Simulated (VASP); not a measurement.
Crystal: GaP.

```
Ga P
1.0
    -2.17766    2.17766    1.96916
     2.17766   -2.17766    1.96916
     2.17766    2.17766   -1.96916
Ga P
1 1
Cartesian
  0.0000 0.0000 0.0000
  0.0000 0.0000 1.9692
```

The cell was built from a structure type or drawn by symmetry, and may not be a known phase.

```yaml
Program: VASP 6.6.1
Task: relaxation of cell and atoms
Functional: PBE
Potentials_or_basis: VASP PAW PBE potentials, release 64 (Ga_d, P)
Cutoff: 600 eV
k_mesh: 6 × 6 × 6
Occupations: gaussian, width 0.1 eV
Spin: no spin polarisation
```

At the start: pressure 29.3 GPa; volume 18.68 Å³/atom.

Task: Where does the relaxation end?

Result: Over 15 steps the energy falls by 1289.4 meV/atom and the volume is 17.19 Å³/atom (-7.9 %); space group I4/mmm (No. 139, to 0.1 Å) before, Fm-3m (No. 225, to 0.1 Å).

Step by step:
| step | energy change (eV) | largest force (eV/Å) | pressure (GPa) | volume (Å³) |
| --- | --- | --- | --- | --- |
| 1 | 0.0000 | 0.0000 | 29.28 | 37.35 |
| 2 | -1.1868 | 0.0000 | -13.03 | 55.49 |
| 3 | -1.8283 | 0.0000 | -8.10 | 46.07 |
| 4 | -1.8309 | 0.0000 | -7.75 | 45.83 |
| 5 | -1.8326 | 0.0000 | -7.01 | 45.37 |
| 6 | -2.2252 | 0.0000 | -6.48 | 40.42 |
| 7 | -1.6602 | 0.0000 | 41.65 | 26.83 |
| 8 | -2.4709 | 0.0000 | -3.65 | 36.76 |
| 9 | -2.5296 | 0.0000 | 7.28 | 32.02 |
| 10 | -2.5608 | 0.0000 | 1.33 | 33.96 |
| 11 | -2.5625 | 0.0000 | 2.31 | 33.58 |
| 12 | -2.5782 | 0.0000 | 0.03 | 34.29 |
| 13 | -2.5786 | 0.0000 | 0.42 | 34.17 |
| 14 | -2.5786 | 0.0000 | 0.37 | 34.18 |
| 15 | -2.5788 | 0.0000 | -0.16 | 34.38 |

Final structure:
```yaml
crystal:
  lattice:
    - [-1.82581, 1.82581, 2.57860]
    - [1.82581, -1.82581, 2.57860]
    - [1.82581, 1.82581, -2.57860]
  atoms:
    - { symbol: Ga, position: [0.00000, 0.00000, 0.00000] }
    - { symbol: P, position: [0.50000, 0.50000, 0.00000] }
```
